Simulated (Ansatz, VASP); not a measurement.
**Two plane-wave programs on W**

POSCAR

```
W
1.0
   -1.5745188167      1.5745188167      1.5745188167
    1.5745188167     -1.5745188167      1.5745188167
    1.5745188167      1.5745188167     -1.5745188167
W
1
Direct
    0.0000000000      0.0000000000      0.0000000000
```

Contents of INCAR.step1:

```
PREC = Accurate
ENCUT = 520
ISMEAR = -1
SIGMA = 0.03
LREAL = False
LASPH = True
NELM = 100
NBANDS = 13
GGA = PE
ALGO = Normal
EDIFF = 1E-4
LWAVE = True
LCHARG = False
```

Contents of INCAR.step2:

```
PREC = Accurate
ENCUT = 520
EDIFF = 1E-8
ISMEAR = -1
SIGMA = 0.03
LREAL = False
LASPH = True
NELM = 100
ALGO = Normal
ISIF = 2
LWAVE = False
LCHARG = False
METAGGA = R2SCAN
LMIXTAU = True
LEFG = True
NBANDS = 13
ISTART = 1
```

The input KPOINTS:

```
regular mesh
0
Gamma
  16 16 16
```

Input for Ansatz:

```yaml
crystal:
  lattice:
    - [-1.5745188167, 1.5745188167, 1.5745188167]
    - [1.5745188167, -1.5745188167, 1.5745188167]
    - [1.5745188167, 1.5745188167, -1.5745188167]
  atoms:
    - { symbol: W, position: [0.0, 0.0, 0.0] }
kpoints:
  mp_grid: { grid: [16, 16, 16] }
scf:
  occupations: { method: fermi_dirac, width: 0.03 }
hamiltonian:
  xc: r2scan
  pseudopotentials: { kind: paw }
output:
  forces: true
  stress: true
  eigenvalues: true
  efg: { contact_densities: true }
```

Change from the starting cell: volume scaled by 0.98, PAW files.

Alike in both runs: task electric field gradients; functional r2SCAN; k mesh 16 × 16 × 16; occupations fermi-dirac, width 0.03 eV; no spin polarisation.

|  | VASP | Ansatz |
| --- | --- | --- |
| version | VASP 6.6.1 | Ansatz 0.2.0 |
| potentials or method | VASP PAW PBE potentials, release 64 (W_sv) | PAW with Ansatz's default frozen-core files, scalar-relativistic |
| plane-wave cutoff (eV) | 520 | 500 |
| valence electrons in the cell | 14 | 14 |

```csv
,VASP,Ansatz,Ansatz less VASP
pressure (GPa),7.3,5.9,-1.40
```

VASP's potentials were made for PBE, not for r2SCAN. The functional is the same, so the differences come from potentials, cutoffs and numerics.

Neither program's run includes spin-orbit coupling.
